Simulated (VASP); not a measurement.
## GaBAs2: single point with PBE

Crystal: GaBAs2.

```
B As Ga
1.0
     3.65338    0.00000    0.00000
     0.00000    3.65338    0.00000
     0.00000    0.00000    5.35556
B As Ga
1 2 1
Direct
  0.00000 0.00000 0.00000
  0.00000 0.50000 0.21204
  0.50000 0.00000 0.78796
  0.50000 0.50000 0.50000
```

* Program: VASP 6.6.1
* Task: single point
* Functional: PBE
* Potentials or basis: VASP PAW PBE potentials, release 64 (B, As, Ga_d)
* Cutoff: 520 eV
* k mesh: 6 × 6 × 4
* Occupations: gaussian, width 0.01 eV
* Spin: no spin polarisation
* Dipole correction: no
* Further INCAR settings: ALGO = Normal; EDIFF = 1e-06; NBANDS = 21

```json
{"Pressure": "3.2 GPa", "Largest force": "0.025 eV/Å", "Band gap on the k mesh": "0.40 eV (least direct gap 0.65 eV)"}
```

Forces in eV/Å, atoms in the order of the input:
```
B    0.000  0.000  0.000
As   0.000  0.000 -0.025
As   0.000  0.000  0.025
Ga   0.000  0.000  0.000
```

Stress tensor (GPa, compression positive):
```
3.09 0.00 0.00
0.00 3.09 0.00
0.00 0.00 3.27
```

Levels at points of the mesh, in eV from the valence-band top:
```
           k point  band 9  band 10  band 11  band 12  band 13  band 14  band 15  band 16  band 17  band 18
(0.00, 0.00, 0.00)   -3.96    -3.96    -0.60     0.00     0.00     0.65     0.71     2.09     3.00     3.00
(0.50, 0.00, 0.00)   -6.23    -5.09    -4.22    -2.87    -0.95     1.71     3.76     4.48     4.71     4.94
(0.50, 0.50, 0.00)   -7.40    -4.19    -3.80    -3.80    -3.28     0.40     0.91     0.91     1.58     8.70
(0.00, 0.00, 0.50)   -4.65    -3.54    -3.54    -1.38    -1.38     0.75     1.34     3.48     4.18     5.60
(0.50, 0.00, 0.50)   -7.97    -2.83    -1.96    -1.94    -0.79     0.66     1.24     3.28     4.26     4.61
(0.50, 0.50, 0.50)   -6.88    -4.96    -4.75    -4.57    -4.57     4.35     4.35     4.49     4.70     5.13
```

It took 35 s on 1 thread of Intel Xeon 8259CL, with other jobs on the host, peak memory 0.21 GiB.

Caveat: the cell stands under pressure; semilocal functionals underestimate gaps, and a narrow one can read as zero. A k mesh can miss the band edges.
